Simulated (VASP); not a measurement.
A run of VASP 6.6.1:

Contents of INCAR:

```
SYSTEM = MgO
PREC = Accurate ; ENCUT = 520
EDIFF = 1E-7 ; ISMEAR = 0
SIGMA = 0.05 ; LREAL = .FALSE.
LASPH = .TRUE. ; NELM = 80
ALGO = Normal ; ISIF = 2
LWAVE = .FALSE. ; LCHARG = .FALSE.
GGA = PE ; NBANDS = 16
```

File KPOINTS:

```
Automatic mesh
0
G
  9 9 6
  0 0 0
```

POSCAR

```
MgO
1.0
    3.5389570286      0.0000000000      0.0000000000
   -1.7694785143      3.0648266896      0.0000000000
    0.0000000000      0.0000000000      3.9958363810
Mg O
2 2
Direct
    0.6666666667      0.3333333333      0.7500000000
    0.3333333333      0.6666666667      0.2500000000
    0.6666666667      0.3333333333      0.2500000000
    0.3333333333      0.6666666667      0.7500000000
```

Potentials or basis: VASP PAW PBE potentials, release 64 (Mg, O).

The run is started by

```sh
$ cat potpaw_PBE.64/Mg/POTCAR potpaw_PBE.64/O/POTCAR > POTCAR
$ mpirun -np 1 vasp_std > vasp.out
```

Hardware: 1 thread of Intel(R) Xeon(R) Platinum 8259CL CPU @ 2.50GHz (Skylake/Cascade Lake), on a shared host.

Task: How long does it take, and how much memory?

Result: Wall time 36 s on 1 thread of Intel(R) Xeon(R) Platinum 8259CL CPU @ 2.50GHz (Skylake/Cascade Lake), on a shared host, peak memory 0.17 GiB. Counts: scf iterations 14, k points 48.
